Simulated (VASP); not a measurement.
# B (Pm-3m) in VASP: further runs

The runs below take B through single point, with BLYP.

Program: VASP 6.6.1. These are calculated values, not measurements. Logs are shortened: lines on timing, memory, paths and dates and some standing lists are left out, and cuts for length are marked.

## Step 1: The cell of the first run

The structure is cubic, space group Pm-3m (No. 221). The conventional cell has a = 1.853 Å, b = 1.853 Å, c = 1.853 Å, α = 90.00°, β = 90.00°, γ = 90.00°. B (site symmetry m-3m) has 6 B at 1.85 Å within 2.5 Å.

## Step 2: Single point, BLYP (volume scaled by 0.92)

The input, INCAR:

```
SYSTEM = B
PREC     = Accurate       ! precision mode
ENCUT    = 520            ! plane-wave cutoff, eV
EDIFF    = 1E-6           ! SCF threshold, eV
ISMEAR   = -1             ! smearing method
SIGMA    = 0.1            ! smearing width, eV
LREAL    = .FALSE.        ! projectors in reciprocal space
LASPH    = .TRUE.         ! aspherical terms in the spheres
NELM     = 100            ! most SCF steps
ALGO     = Normal         ! electronic algorithm
ISIF     = 2              ! what is computed and relaxed
LWAVE    = .FALSE.        ! write WAVECAR
LCHARG   = .FALSE.        ! write CHGCAR
GGA      = B5             ! functional
ALDAX    = 1.0          
AGGAX    = 1.0          
AGGAC    = 1.0          
ALDAC    = 0.0          
NBANDS   = 8              ! bands
```

The input, KPOINTS:

```
regular mesh
0
G
  18 18 18
  0 0 0
```

The input, POSCAR:

```
B
1.0
    1.8534471422      0.0000000000      0.0000000000
    0.0000000000      1.8534471422      0.0000000000
    0.0000000000      0.0000000000      1.8534471422
B
1
Direct
    0.0000000000      0.0000000000      0.0000000000
```

Potentials or basis: VASP PAW PBE potentials, release 64 (B).

Command:

```sh
cat potpaw_PBE.64/B/POTCAR > POTCAR
mpirun -np 1 vasp_std > vasp.out
```

OUTCAR:

```text
SYSTEM = B
   PREC = Accurate
   ENCUT = 520
   EDIFF = 1E-6
   ISMEAR = -1
   LREAL = .FALSE.
   LASPH = .TRUE.
   NELM = 100
   ISIF = 2
   GGA = B5

 ion  position               nearest neighbor table
   1  0.000  0.000  0.000-

  LATTYP: Found a simple cubic cell.
 ALAT       =     1.8534471422

  Lattice vectors:

 A1 = (   1.8534471422,   0.0000000000,   0.0000000000)
 A2 = (   0.0000000000,   1.8534471422,   0.0000000000)
 A3 = (   0.0000000000,   0.0000000000,   1.8534471422)

Analysis of symmetry for initial positions (statically):
=====================================================================
 Subroutine PRICEL returns:
 Original cell was already a primitive cell.

 Routine SETGRP: Setting up the symmetry group for a
 simple cubic supercell.

 Subroutine GETGRP returns: Found 48 space group operations
 (whereof 48 operations were pure point group operations)
 out of a pool of 48 trial point group operations.

The static configuration has the point symmetry O_h .

Analysis of symmetry for dynamics (positions and initial velocities):
=====================================================================
 Subroutine PRICEL returns:
 Original cell was already a primitive cell.

 Routine SETGRP: Setting up the symmetry group for a
 simple cubic supercell.

 Subroutine GETGRP returns: Found 48 space group operations
 (whereof 48 operations were pure point group operations)
 out of a pool of 48 trial point group operations.

The dynamic configuration has the point symmetry O_h .

 Subroutine INISYM returns: Found 48 space group operations
 (whereof 48 operations are pure point group operations),
 and found     1 'primitive' translations

----------------------------------------------------------------------------------------

                                     Primitive cell

  volume of cell :       6.3671

  direct lattice vectors                    reciprocal lattice vectors
     1.853447142  0.000000000  0.000000000     0.539535214  0.000000000  0.000000000
     0.000000000  1.853447142  0.000000000     0.000000000  0.539535214  0.000000000
     0.000000000  0.000000000  1.853447142     0.000000000  0.000000000  0.539535214

  length of vectors
     1.853447142  1.853447142  1.853447142     0.539535214  0.539535214  0.539535214

  position of ions in fractional coordinates (direct lattice)
     0.000000000  0.000000000  0.000000000

  ion indices of the primitive-cell ions
[... 75 lines left out ...]
   LREAL  =      F    real-space projection
   EDIFFG = 0.1E-04   stopping-criterion for IOM
   NSW    =      0    number of steps for IOM
   IBRION =     -1    ionic relax: 0-MD 1-quasi-New 2-CG
   NFREE  =      0    steps in history (QN), initial steepest desc. (CG)
   ISIF   =      2    stress and relaxation
   ISYM   =      2    0-nonsym 1-usesym 2-fastsym
   POTIM  = 0.5000    time-step for ionic-motion
   TEBEG  =    0.0;   TEEND  =   0.0 temperature during run
   PSTRESS=    0.0 pullay stress
   NELECT =       3.0000    total number of electrons
   NUPDOWN=      -1.0000    fix difference up-down
   EMIN   =  10.00;   EMAX   =-10.00  energy-range for DOS
   EFERMI =   0.00;   METHOD = LEGACY
   ISMEAR =    -1;   SIGMA  =   0.10  broadening in eV -4-tet -1-fermi 0-gaus
   EFERMI_NEDOS =   21; number of points for ismear=-14 and -15
   IALGO  =     38    algorithm
   IMIX   =      4    mixing-type and parameters
     AMIX     =   0.40;   BMIX     =  1.00
     AMIX_MAG =   1.60;   BMIX_MAG =  1.00
  volume/ion in A,a.u.               =       6.37        42.97
  Fermi-wavevector in a.u.,A,eV,Ry     =   1.273899  2.407320 22.079793  1.622819
  Thomas-Fermi vector in A             =   2.406697
   LORBIT       =      0    0 simple, 1 ext, 2 COOP (PROOUT), +10 PAW based schemes
   GGA     = B5    functional components
   LHFCALC =     F    Hartree Fock is set to
   AEXX    =    0.0000 exact exchange contribution
   IVDW    =     0    specifies the selected vdW correction
   LEPSILON=     F    determine dielectric tensor
   LRPA    =     F    only Hartree local field effects (RPA)
 non-spin polarized calculation
  energy-cutoff  :      520.00
  volume of cell :        6.37
 maximum number of plane-waves:       180
 NGX is ok and might be reduce to    14
   NGX =  7   NGY =  7   NGZ =  7

 number of electron       3.0000000 magnetization

 Free energy of the ion-electron system (eV)
  ---------------------------------------------------
  ext. energy  EPLUGINS =         0.00000000
  ---------------------------------------------------
  free energy    TOTEN  =        -4.78528325 eV

  energy without entropy =       -4.77471078  energy(sigma->0) =       -4.77999701

 E-fermi :   7.9487     XC(G=0): -11.8999

 val. band max:        7.9093985811   @ k =   0.4444   0.3889   0.3889
 cond. band min:       7.9575984264   @ k =   0.3889   0.3333   0.1667
 fundamental gap:      0.0481998452
 Fermi energy:         7.9487208892

 k-point     1 :       0.0000    0.0000    0.0000
  band No.  band energies     occupation
      1      -8.1380      2.00000
      2      21.9115      0.00000
      3      21.9115      0.00000
      4      21.9115      0.00000
      5      32.7799      0.00000
      6      32.7799      0.00000
      7      42.9587      0.00000
      8      63.2964      0.00000
[... 243 lines left out ...]
 k-point    24 :       0.3333    0.1111    0.0000
  band No.  band energies     occupation
      1      -3.8922      2.00000
      2       7.6606      1.89387
      3      21.9921      0.00000
      4      24.9416      0.00000
      5      37.2282      0.00000
      6      39.7471      0.00000
      7      48.0803      0.00000
      8      49.6826      0.00000

 [... further k-points ...]

------------------------ aborting loop because EDIFF is reached ----------------------------------------

  FORCE on cell =-STRESS in cart. coord.  units (eV):
  Direction    XX          YY          ZZ          XY          YZ          ZX
  --------------------------------------------------------------------------------------
  -------------------------------------------------------------------------------------
  Total        0.8440855      0.8440855      0.8440855     -0.0000000      0.0000000     -0.0000000
  in kB      212.4009182    212.4009182    212.4009182     -0.0000000      0.0000000     -0.0000000
  external PRESSURE =     212.4009182 kB  Pullay stress =       0.0000000 kB

 VOLUME and BASIS-vectors are now :
 -----------------------------------------------------------------------------
  energy-cutoff  :      520.00
  volume of cell :        6.37
      direct lattice vectors                 reciprocal lattice vectors
     1.853447142  0.000000000  0.000000000     0.539535214  0.000000000  0.000000000
     0.000000000  1.853447142  0.000000000     0.000000000  0.539535214  0.000000000
     0.000000000  0.000000000  1.853447142     0.000000000  0.000000000  0.539535214

 POSITION                                       TOTAL-FORCE (eV/Angst)
 -----------------------------------------------------------------------------------
      0.00000      0.00000      0.00000         0.000000      0.000000      0.000000
 -----------------------------------------------------------------------------------
    total drift:                               -0.000000      0.000000     -0.000000

  FREE ENERGIE OF THE ION-ELECTRON SYSTEM (eV)
  ---------------------------------------------------
  free  energy   TOTEN  =        -4.7852832475 eV

  energy  without entropy=       -4.7747107796  energy(sigma->0) =       -4.77999701
```

OSZICAR:

```text
N       E                     dE             d eps       ncg     rms          rms(c)
DAV:   1    -0.265280620984E+01   -0.26528E+01   -0.15055E+03  3952   0.295E+02
DAV:   2    -0.480319242784E+01   -0.21504E+01   -0.20272E+01  4720   0.355E+01
DAV:   3    -0.480565015975E+01   -0.24577E-02   -0.24573E-02  4000   0.128E+00
DAV:   4    -0.480565026063E+01   -0.10088E-06   -0.10062E-06  5104   0.792E-03
DAV:   5    -0.480565025977E+01    0.86433E-09   -0.22191E-11  3880   0.208E-05    0.171E+00
DAV:   6    -0.478936734561E+01    0.16283E-01   -0.83757E-03  3688   0.608E-01    0.106E+00
DAV:   7    -0.478510169061E+01    0.42657E-02   -0.16554E-02  3864   0.869E-01    0.955E-02
DAV:   8    -0.478528416315E+01   -0.18247E-03   -0.20834E-04  3800   0.110E-01    0.161E-02
DAV:   9    -0.478528324749E+01    0.91566E-06   -0.53501E-06  4592   0.157E-02
   1 F= -.47852832E+01 E0= -.47799970E+01  d E =-.105725E-01
```

It took 5.3 s on 1 thread of Intel Xeon Platinum 8259CL at 2.50GHz (Skylake/Cascade Lake), shared host; peak memory 0.11 GiB.

Results:

| Property | Result |
| --- | --- |
| Free energy | -4.7853 eV |
| Pressure | 21.2 GPa |

Caveat: the PAW data sets were made with another functional, which shifts forces and pressure a little.

## Step 3: Single point, BLYP (volume scaled by 0.96)

The input, INCAR:

```
AGGAC = 1.0 ; AGGAX = 1.0
ALDAC = 0.0 ; ALDAX = 1.0
ALGO = Normal ; EDIFF = 1E-7
ENCUT = 520 ; GGA = B5
ISIF = 2 ; ISMEAR = -1
LASPH = T ; LCHARG = F
LREAL = F ; LWAVE = F
NBANDS = 8 ; NELM = 100
PREC = Accurate ; SIGMA = 0.1
```

The input, KPOINTS:

```
k-points
0
Gamma
  18 18 18
```

The input, POSCAR:

```
B
1.0
    1.8799285363      0.0000000000      0.0000000000
    0.0000000000      1.8799285363      0.0000000000
    0.0000000000      0.0000000000      1.8799285363
B
1
Direct
    0.0000000000      0.0000000000      0.0000000000
```

Potentials or basis: VASP PAW PBE potentials, release 64 (B).

Command:

```sh
cat potpaw_PBE.64/B/POTCAR > POTCAR
mpirun -np 1 vasp_std > vasp.out
```

It took 6.3 s on 1 thread of Intel Xeon Platinum 8259CL at 2.50GHz (Skylake/Cascade Lake), shared host; peak memory 0.11 GiB.

The run converged. Its results:

```
Free energy : -4.8121 eV
Pressure    : 10.0 GPa
```

Levels at points of the mesh, in eV from the Fermi level:
```csv
k point,band 1,band 2,band 3,band 4,band 5
"(0.00, 0.00, 0.00)",-15.67,13.48,13.48,13.48,24.29
"(0.50, 0.00, 0.00)",-8.12,-6.20,17.25,17.25,30.50
"(0.50, 0.50, 0.00)",-2.00,-2.00,4.24,8.81,20.33
"(0.50, 0.50, 0.50)",3.23,3.23,3.23,17.05,17.05
```

Caveat: the PAW data sets were made with another functional, which shifts forces and pressure a little.
